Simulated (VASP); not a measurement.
Input of a VASP 6.6.1 run:

The input INCAR:

```
SYSTEM = Ga
PREC = Accurate ; ENCUT = 520
EDIFF = 1E-6 ; ISMEAR = 0
SIGMA = 0.1 ; LREAL = .False.
LASPH = .True. ; NELM = 100
ALGO = Fast ; ISIF = 2
LWAVE = .False. ; LCHARG = .True.
GGA = PS ; LELF = .True.
LVHAR = .True. ; NBANDS = 34
```

KPOINTS

```
regular mesh
0
Gamma
  12 12 10
  0 0 0
```

Contents of POSCAR:

```
Ga
1.0
    2.2823468452     -3.8609903529      0.0000000000
    2.2823468452      3.8609903529      0.0000000000
    0.0000000000      0.0000000000      4.5861002205
Ga
4
Direct
    0.8434589398      0.1565410602      0.0831238420
    0.6565410602      0.3434589398      0.5831238420
    0.1565410602      0.8434589398      0.9168761580
    0.3434589398      0.6565410602      0.4168761580
```

Potentials or basis: VASP PAW PBE potentials, release 64 (Ga_d).

Run with:

```sh
$ cat potpaw_PBE.64/Ga_d/POTCAR > POTCAR
$ mpirun -np 1 vasp_std > vasp.out
```

(1) Estimate the band gap on the k mesh.

(2) What does it give for the largest force?

(3) Estimate the pressure.

Answers

(1) zero (bands 26 and 27 overlap by 1.38 eV).

(2) 0.006 eV/Å.

(3) -3.0 GPa.

Caveat: the PAW data sets were made with another functional, which shifts forces and pressure a little.
